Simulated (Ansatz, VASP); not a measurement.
**One calculation of CdSe, two programs**

Contents of INCAR:

```
SYSTEM = CdSe
PREC = Accurate
ENCUT = 520
EDIFF = 1E-8
ISMEAR = -1
SIGMA = 0.03
LREAL = .False.
LASPH = .True.
NELM = 100
ALGO = Normal
ISIF = 2
LWAVE = .False.
LCHARG = .False.
LEFG = .True.
NBANDS = 16
```

The input KPOINTS:

```
regular mesh
0
Gamma
  8 8 8
  0 0 0
```

The input POSCAR:

```
CdSe
1.0
    0.0000000000      3.0702711986      3.0395684866
    3.0702711986      0.0000000000      3.0395684866
    3.0702711986      3.0702711986      0.0000000000
Cd Se
1 1
Direct
    0.0000000000      0.0000000000      0.0000000000
    0.2500000000      0.2500000000      0.2500000000
```

Input for Ansatz:

```yaml
crystal:
  lattice:
    - [0.0, 3.0702711986, 3.0395684866]
    - [3.0702711986, 0.0, 3.0395684866]
    - [3.0702711986, 3.0702711986, 0.0]
  atoms:
    - { symbol: Cd, position: [0.0, 0.0, 0.0] }
    - { symbol: Se, position: [0.25, 0.25, 0.25] }
kpoints:
  mp_grid: { grid: [8, 8, 8] }
scf:
  occupations: { method: fermi_dirac, width: 0.03 }
hamiltonian:
  xc: lda
  pseudopotentials: { kind: all_electron, datasets: crystal }
output:
  forces: true
  stress: true
  eigenvalues: true
  efg: { contact_densities: true }
```

Change from the starting cell: zz strain of -1 %, crystal datasets.

Alike in both runs: task electric field gradients; functional LDA; k mesh 8 × 8 × 8; occupations fermi-dirac, width 0.03 eV; no spin polarisation.

|  | VASP | Ansatz |
| --- | --- | --- |
| version | VASP 6.6.1 | Ansatz 0.2.0 |
| potentials or method | VASP PAW LDA potentials, release 64 (Cd, Se), cutoff 520 eV | all-electron PAW with datasets made for the crystal, scalar-relativistic |

|  | VASP | Ansatz | Ansatz less VASP |
| --- | --- | --- | --- |
| pressure (GPa) | -2.4 | -2.8 | -0.37 |
| traceless stress, the component that is largest in VASP (GPa) | 0.14 | 0.14 | +0.003 |
| size of Vzz on the site where it differs most (V/Å²) | 3.9 | 4.1 | +0.14 |

LDA's correlation is that of Perdew and Zunger in VASP and of Perdew and Wang (1992) in Ansatz. Ansatz ran all-electron here, and VASP with PAW potentials.
